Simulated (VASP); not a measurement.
Set up this calculation in VASP 6.6.1, as the native input.

```yaml
Task: single point
Functional: PBE
Potentials_or_basis: VASP PAW PBE potentials, release 64 (Zn, S)
Cutoff: 520 eV
k_mesh: 12 × 12 × 6
Occupations: gaussian, width 0.05 eV
Spin: no spin polarisation
Dipole_correction: no
Further_INCAR_settings: ALGO = Normal; EDIFF = 1e-06; NBANDS = 26
```

The structure of ZnS lies in POSCAR:

```
ZnS
1.0
    3.8109987816      0.0000000000      0.0000000000
   -1.9054993908      3.3004217586      0.0000000000
    0.0000000000      0.0000000000      6.2340000000
Zn S
2 2
Direct
    0.2565081431      0.6104267241      0.0000000000
    0.7434918569      0.3895732759      0.5000000000
    0.3986159375      0.7144568498      0.3850000000
    0.6013840625      0.2855431502      0.8850000000
```

This cell differs from its parent crystal: atoms displaced along a vibrational mode.

The input as run:

INCAR

```
ALGO = Normal
EDIFF = 1E-6
ENCUT = 520
GGA = PE
ISIF = 2
ISMEAR = 0
LASPH = T
LCHARG = T
LELF = T
LREAL = F
LVHAR = T
LWAVE = F
NBANDS = 26
NELM = 60
PREC = Accurate
SIGMA = 0.05
```

KPOINTS

```
k-points
0
Gamma
  12 12 6
```

Potentials or basis: VASP PAW PBE potentials, release 64 (Zn, S).

Command:

```bash
$ cat potpaw_PBE.64/Zn/POTCAR potpaw_PBE.64/S/POTCAR > POTCAR
$ mpirun -np 1 vasp_std > vasp.out
```

It gave:

| Quantity | Value |
| --- | --- |
| Pressure | 2.0 GPa |
| Largest force | 0.560 eV/Å |
| Band gap on the k mesh | 2.08 eV |

Caveat: the cell differs from its parent crystal (atoms displaced along a vibrational mode).

Wall time 11 min on 1 thread of Intel Xeon 8259CL, with other jobs on the host, peak memory 0.57 GiB.
